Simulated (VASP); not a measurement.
# Tl3Ge in VASP: a series of runs, part 2 of 2

VASP 6.6.1. The steps go on from the part before.

## (3) Single point, LDA

File INCAR:

```
SYSTEM = Tl3Ge
  PREC = Accurate
  ENCUT = 520
  EDIFF = 1E-6
  ISMEAR = -1
  SIGMA = 0.1
  LREAL = .False.
  LASPH = .True.
  NELM = 100
  ALGO = Normal
  ISIF = 2
  LWAVE = .False.
  LCHARG = .True.
  LELF = .True.
  LVHAR = .True.
  NBANDS = 34
```

File KPOINTS:

```
Automatic mesh
0
Gamma
  5 5 5
  0 0 0
```

File POSCAR:

```
Tl3Ge
1.0
    4.8185230000      0.0000000000      0.0000000000
    0.0000000000      4.8185230000      0.0000000000
    0.0000000000      0.0000000000      4.8185230000
Tl Ge
3 1
Direct
   -0.0207532474      0.5000000000      0.5000000000
    0.5000000000      0.0000000000      0.5000000000
    0.5000000000      0.5000000000      0.0000000000
    0.0000000000      0.0000000000      0.0000000000
```

Potentials or basis: VASP PAW LDA potentials, release 64 (Tl_d, Ge_d).

The run is started by

```console
cat potpaw_LDA.64/Tl_d/POTCAR potpaw_LDA.64/Ge_d/POTCAR > POTCAR
mpirun -np 1 vasp_std > vasp.out
```

OUTCAR:

```text
SYSTEM = Tl3Ge
   PREC = Accurate
   ENCUT = 520
   EDIFF = 1E-6
   ISMEAR = -1
   LREAL = .False.
   LASPH = .True.
   NELM = 100
   ISIF = 2

 ion  position               nearest neighbor table
   1  0.979  0.500  0.500-   2 3.34   3 3.34   3 3.34   2 3.34   4 3.41   4 3.41   4 3.41   4 3.41
                             2 3.48   3 3.48   3 3.48   2 3.48
   2  0.500  0.000  0.500-   1 3.34   1 3.34   4 3.41   3 3.41   4 3.41   3 3.41   3 3.41   3 3.41
                             4 3.41   4 3.41   1 3.48   1 3.48
   3  0.500  0.500  0.000-   1 3.34   1 3.34   4 3.41   2 3.41   2 3.41   2 3.41   4 3.41   2 3.41
                             4 3.41   4 3.41   1 3.48   1 3.48
   4  0.000  0.000  0.000-   2 3.41   3 3.41   2 3.41   3 3.41   2 3.41   3 3.41   2 3.41   3 3.41
                             1 3.41   1 3.41   1 3.41   1 3.41

  LATTYP: Found a simple cubic cell.
 ALAT       =     4.8185230000

  Lattice vectors:

 A1 = (   4.8185230000,   0.0000000000,   0.0000000000)
 A2 = (   0.0000000000,   4.8185230000,   0.0000000000)
 A3 = (   0.0000000000,   0.0000000000,   4.8185230000)

Analysis of symmetry for initial positions (statically):
=====================================================================
 Subroutine PRICEL returns:
 Original cell was already a primitive cell.

 Routine SETGRP: Setting up the symmetry group for a
 simple cubic supercell.

 Subroutine GETGRP returns: Found  8 space group operations
 (whereof  8 operations were pure point group operations)
 out of a pool of 48 trial point group operations.

The static configuration has the point symmetry C_4v.

Analysis of symmetry for dynamics (positions and initial velocities):
=====================================================================
 Subroutine PRICEL returns:
 Original cell was already a primitive cell.

 Routine SETGRP: Setting up the symmetry group for a
 simple cubic supercell.

 Subroutine GETGRP returns: Found  8 space group operations
 (whereof  8 operations were pure point group operations)
 out of a pool of 48 trial point group operations.

The dynamic configuration has the point symmetry C_4v.

 Subroutine INISYM returns: Found  8 space group operations
 (whereof  8 operations are pure point group operations),
 and found     1 'primitive' translations

----------------------------------------------------------------------------------------

                                     Primitive cell

  volume of cell :     111.8773

  direct lattice vectors                    reciprocal lattice vectors
     4.818523000  0.000000000  0.000000000     0.207532474  0.000000000  0.000000000
     0.000000000  4.818523000  0.000000000     0.000000000  0.207532474  0.000000000
     0.000000000  0.000000000  4.818523000     0.000000000  0.000000000  0.207532474

  length of vectors
     4.818523000  4.818523000  4.818523000     0.207532474  0.207532474  0.207532474

  position of ions in fractional coordinates (direct lattice)
     0.979246753  0.500000000  0.500000000
     0.500000000  0.000000000  0.500000000
     0.500000000  0.500000000  0.000000000
     0.000000000  0.000000000  0.000000000

  ion indices of the primitive-cell ions
   primitive index   ion index
[... 25 lines left out ...]

 Subroutine IBZKPT returns following result:
 ===========================================

 Found     18 irreducible k-points:

 Following reciprocal coordinates:
            Coordinates               Weight
  0.000000  0.000000  0.000000      1.000000
  0.200000  0.000000  0.000000      2.000000
  0.000000  0.200000  0.000000      4.000000
  0.400000  0.000000  0.000000      2.000000
  0.000000  0.400000  0.000000      4.000000
  0.200000  0.200000  0.000000      8.000000
[... 10 lines left out ...]
  0.200000  0.400000  0.400000      8.000000
  0.400000  0.400000  0.400000      8.000000
   k-points           NKPTS =     18   k-points in BZ     NKDIM =     18   number of bands    NBANDS=     34
   number of dos      NEDOS =    301   number of ions     NIONS =      4
   total plane-waves  NPLWV =  46656
   dimension x,y,z NGX =    36 NGY =   36 NGZ =   36
   dimension x,y,z NGXF=    72 NGYF=   72 NGZF=   72
   ions per type =               3   1
   NGX,Y,Z   is equivalent  to a cutoff of  12.42, 12.42, 12.42 a.u.
   NGXF,Y,Z  is equivalent  to a cutoff of  24.84, 24.84, 24.84 a.u.
 SYSTEM =  Tl3Ge
   PREC   = accura    normal or accurate (medium, high low for compatibility)
   ISTART =      0    job   : 0-new  1-cont  2-samecut
   ICHARG =      2    charge: 1-file 2-atom 10-const
   ISPIN  =      1    spin polarized calculation?
   LNONCOLLINEAR =      F non collinear calculations
   LSORBIT =      F    spin-orbit coupling
   LASPH  =      T    aspherical Exc in radial PAW
   ENCUT  =  520.0 eV  38.22 Ry    6.18 a.u.   8.96  8.96  8.96*2*pi/ulx,y,z
   NELM   =    100;   NELMIN=  2; NELMDL= -5     # of ELM steps
   EDIFF  = 0.1E-05   stopping-criterion for ELM
   LREAL  =      F    real-space projection
   EDIFFG = 0.1E-04   stopping-criterion for IOM
   NSW    =      0    number of steps for IOM
   IBRION =     -1    ionic relax: 0-MD 1-quasi-New 2-CG
   NFREE  =      0    steps in history (QN), initial steepest desc. (CG)
   ISIF   =      2    stress and relaxation
   ISYM   =      2    0-nonsym 1-usesym 2-fastsym
   POTIM  = 0.5000    time-step for ionic-motion
   TEBEG  =    0.0;   TEEND  =   0.0 temperature during run
   PSTRESS=    0.0 pullay stress
   NELECT =      53.0000    total number of electrons
   NUPDOWN=      -1.0000    fix difference up-down
   EMIN   =  10.00;   EMAX   =-10.00  energy-range for DOS
   EFERMI =   0.00;   METHOD = LEGACY
   ISMEAR =    -1;   SIGMA  =   0.10  broadening in eV -4-tet -1-fermi 0-gaus
   EFERMI_NEDOS =   21; number of points for ismear=-14 and -15
   IALGO  =     38    algorithm
   IMIX   =      4    mixing-type and parameters
     AMIX     =   0.40;   BMIX     =  1.00
     AMIX_MAG =   1.60;   BMIX_MAG =  1.00
  volume/ion in A,a.u.               =      27.97       188.75
  Fermi-wavevector in a.u.,A,eV,Ry     =   1.276202  2.411673 22.159704  1.628692
  Thomas-Fermi vector in A             =   2.408872
   LORBIT       =      0    0 simple, 1 ext, 2 COOP (PROOUT), +10 PAW based schemes
   GGA     = CA    functional components
   LHFCALC =     F    Hartree Fock is set to
   AEXX    =    0.0000 exact exchange contribution
   IVDW    =     0    specifies the selected vdW correction
   LEPSILON=     F    determine dielectric tensor
   LRPA    =     F    only Hartree local field effects (RPA)
 non-spin polarized calculation
  energy-cutoff  :      520.00
  volume of cell :      111.88
 maximum number of plane-waves:      3034
 NGX is ok and might be reduce to    36
   NGX = 17   NGY = 17   NGZ = 17

 number of electron      52.9999994 magnetization

 Free energy of the ion-electron system (eV)
  ---------------------------------------------------
  ext. energy  EPLUGINS =         0.00000000
  ---------------------------------------------------
  free energy    TOTEN  =       -13.15396239 eV

  energy without entropy =      -13.08372376  energy(sigma->0) =      -13.11884307

 E-fermi :   5.5088     XC(G=0): -10.3901

 val. band max:        5.4727348727   @ k =   0.4000   0.2000   0.0000
 cond. band min:       5.7985421745   @ k =   0.0000   0.4000   0.4000
 fundamental gap:      0.3258073018
 Fermi energy:         5.5088162139

 k-point     1 :       0.0000    0.0000    0.0000
  band No.  band energies     occupation
      1     -19.1374      2.00000
      2     -19.1372      2.00000
      3     -19.1372      2.00000
      4     -19.1368      2.00000
      5     -19.1366      2.00000
      6      -6.2300      2.00000
[... 655 lines left out ...]
     33      12.6041      0.00000
     34      13.6373      0.00000

------------------------ aborting loop because EDIFF is reached ----------------------------------------

  FORCE on cell =-STRESS in cart. coord.  units (eV):
  Direction    XX          YY          ZZ          XY          YZ          ZX
  --------------------------------------------------------------------------------------
  -------------------------------------------------------------------------------------
  Total       -2.8858847     -2.8868137     -2.8868137      0.0000000      0.0000000      0.0000000
  in kB      -41.3283204    -41.3416234    -41.3416234      0.0000000      0.0000000      0.0000000
  external PRESSURE =     -41.3371890 kB  Pullay stress =       0.0000000 kB

 VOLUME and BASIS-vectors are now :
 -----------------------------------------------------------------------------
  energy-cutoff  :      520.00
  volume of cell :      111.88
      direct lattice vectors                 reciprocal lattice vectors
     4.818523000  0.000000000  0.000000000     0.207532474  0.000000000  0.000000000
     0.000000000  4.818523000  0.000000000     0.000000000  0.207532474  0.000000000
     0.000000000  0.000000000  4.818523000     0.000000000  0.000000000  0.207532474

 POSITION                                       TOTAL-FORCE (eV/Angst)
 -----------------------------------------------------------------------------------
      4.71852      2.40926      2.40926         0.208453      0.000000     -0.000000
      2.40926      0.00000      2.40926        -0.106259     -0.000000      0.000000
      2.40926      2.40926      0.00000        -0.106259      0.000000      0.000000
      0.00000      0.00000      0.00000         0.004064      0.000000      0.000000
 -----------------------------------------------------------------------------------
    total drift:                               -0.000021      0.000000     -0.000000

  FREE ENERGIE OF THE ION-ELECTRON SYSTEM (eV)
  ---------------------------------------------------
  free  energy   TOTEN  =       -13.1539623858 eV

  energy  without entropy=      -13.0837237559  energy(sigma->0) =      -13.11884307
```

OSZICAR:

```text
N       E                     dE             d eps       ncg     rms          rms(c)
DAV:   1     0.403307883441E+03    0.40331E+03   -0.26668E+04  1512   0.246E+03
DAV:   2     0.317239627122E+02   -0.37158E+03   -0.36108E+03  1232   0.678E+02
DAV:   3    -0.115559076492E+02   -0.43280E+02   -0.42869E+02  1390   0.128E+02
DAV:   4    -0.132613363058E+02   -0.17054E+01   -0.17034E+01  1318   0.265E+01
DAV:   5    -0.132941201650E+02   -0.32784E-01   -0.32780E-01  1438   0.389E+00    0.400E+00
DAV:   6    -0.131724386449E+02    0.12168E+00   -0.32793E-01  1328   0.295E+00    0.284E+00
DAV:   7    -0.131562166941E+02    0.16222E-01   -0.65079E-02  1360   0.161E+00    0.137E+00
DAV:   8    -0.131540395279E+02    0.21772E-02   -0.33864E-03  1448   0.308E-01    0.569E-02
DAV:   9    -0.131539639973E+02    0.75531E-04   -0.71877E-04  1452   0.153E-01    0.306E-02
DAV:  10    -0.131539619882E+02    0.20091E-05   -0.48600E-05  1306   0.460E-02    0.108E-02
DAV:  11    -0.131539623858E+02   -0.39758E-06   -0.44618E-06  1100   0.123E-02
   1 F= -.13153962E+02 E0= -.13118843E+02  d E =-.702386E-01
```

stdout:

```text
POSCAR found type information on POSCAR TlGe
 POSCAR found :  2 types and       4 ions
 scaLAPACK will be used
 LDA part: xc-table for (Slater(with rela. corr.)+CA(PZ))
 , standard interpolation
 POSCAR, INCAR and KPOINTS ok, starting setup
 FFT: planning ... GRIDC
 FFT: planning ... GRID_SOFT
 FFT: planning ... GRID
 WAVECAR not read
 entering main loop
```

It took 49 s on 1 thread of Intel Xeon Platinum 8488C (Sapphire Rapids), shared host; peak memory 0.2 GiB.

Results:

```
Free energy            : -13.1540 eV
Pressure               : -4.1 GPa
Largest force          : 0.208 eV/Å
Band gap on the k mesh : zero (an odd number of electrons rules out a gap without spin polarisation)
```

Forces on the atoms (eV/Å):
```
Tl   0.208  0.000  0.000
Tl  -0.106  0.000  0.000
Tl  -0.106  0.000  0.000
Ge   0.004  0.000  0.000
```

Caveat: the cell stands under tension; spin-orbit coupling is left out, which moves the levels of the heavy elements.

## (4) Single point, LDA

File INCAR:

```
ALGO = Normal ; EDIFF = 1E-6
ENCUT = 520 ; GGA = CA
ISIF = 2 ; ISMEAR = -1
LASPH = True ; LCHARG = False
LREAL = False ; LWAVE = False
NBANDS = 34 ; NELM = 60
PREC = Accurate ; SIGMA = 0.1
```

File KPOINTS:

```
k-points
0
Gamma
  5 5 5
```

POSCAR, as its differences from that of step 3:

```diff
@@ -8,3 +8,3 @@
 Direct
-   -0.0207532474      0.5000000000      0.5000000000
+    0.0207532474      0.5000000000      0.5000000000
     0.5000000000      0.0000000000      0.5000000000
```

The run is started by

```console
cat potpaw_LDA.64/Tl_d/POTCAR potpaw_LDA.64/Ge_d/POTCAR > POTCAR
mpirun -np 1 vasp_std > vasp.out
```

Wall time 45 s (1 thread of Intel Xeon Platinum 8488C (Sapphire Rapids), shared host); peak memory 0.2 GiB.

It converged, with:

- Free energy: -13.1540 eV
- Pressure: -4.1 GPa
- Largest force: 0.208 eV/Å
- Band gap on the k mesh: zero (an odd number of electrons rules out a gap without spin polarisation)

Forces on the atoms (eV/Å):
```
Tl  -0.208  0.000  0.000
Tl   0.106  0.000  0.000
Tl   0.106  0.000  0.000
Ge  -0.004  0.000  0.000
```

Levels at points of the mesh, in eV from the Fermi level:
```csv
k point,band 24,band 25,band 26,band 27,band 28,band 29,band 30,band 31
"(0.00, 0.00, 0.00)",-3.47,-2.08,-2.08,-2.05,2.77,2.77,2.77,4.49
```

Caveat: the cell stands under tension; spin-orbit coupling is left out, which moves the levels of the heavy elements.
